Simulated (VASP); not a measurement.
Here is a VASP 6.6.1 calculation.

The input POSCAR:

```
In
1.0
    6.0080012249      0.0000000000      0.0000000000
    0.0000000000      6.0080012249      0.0000000000
    0.0000000000      0.0000000000      6.0080012249
In
8
Direct
    0.0000000000      0.0000000000      1.0000000000
    0.5000000000      0.5000000000      0.5000000000
    0.2500000000      1.0000000000      0.5000000000
    0.7500000000      0.0000000000      0.5000000000
    0.5000000000      0.2500000000      1.0000000000
    0.5000000000      0.7500000000      0.0000000000
    1.0000000000      0.5000000000      0.2500000000
    1.0000000000      0.5000000000      0.7500000000
```

File INCAR.step1:

```
PREC = Accurate
ENCUT = 520
ISMEAR = -1
SIGMA = 0.1
LREAL = F
LASPH = T
NELM = 60
NBANDS = 62
GGA = PE
ALGO = Normal
EDIFF = 1E-4
LWAVE = T
LCHARG = F
```

The input INCAR.step2:

```
PREC = Accurate
ENCUT = 520
EDIFF = 1E-6
ISMEAR = -1
SIGMA = 0.1
LREAL = F
LASPH = T
NELM = 60
ALGO = Normal
ISIF = 2
LWAVE = F
LCHARG = F
METAGGA = R2SCAN
LMIXTAU = T
NBANDS = 62
ISTART = 1
```

Contents of KPOINTS:

```
Automatic mesh
0
Gamma
  5 5 5
```

Potentials or basis: VASP PAW PBE potentials, release 64 (In_d).

Command:

```sh
$ cat potpaw_PBE.64/In_d/POTCAR > POTCAR
$ cp INCAR.step1 INCAR
$ mpirun -np 1 vasp_std > vasp.out
$ cp INCAR.step2 INCAR
$ mpirun -np 1 vasp_std > vasp.out
```

Problem. Predict the pressure.

Solution. 0.0 GPa.

Problem. What does it give for the band gap on the k mesh?

Solution. Zero (bands 52 and 53 overlap by 2.42 eV).

Caveat: the PAW data sets were made with another functional, which shifts forces and pressure a little; spin-orbit coupling is left out, which moves the levels of the heavy elements.
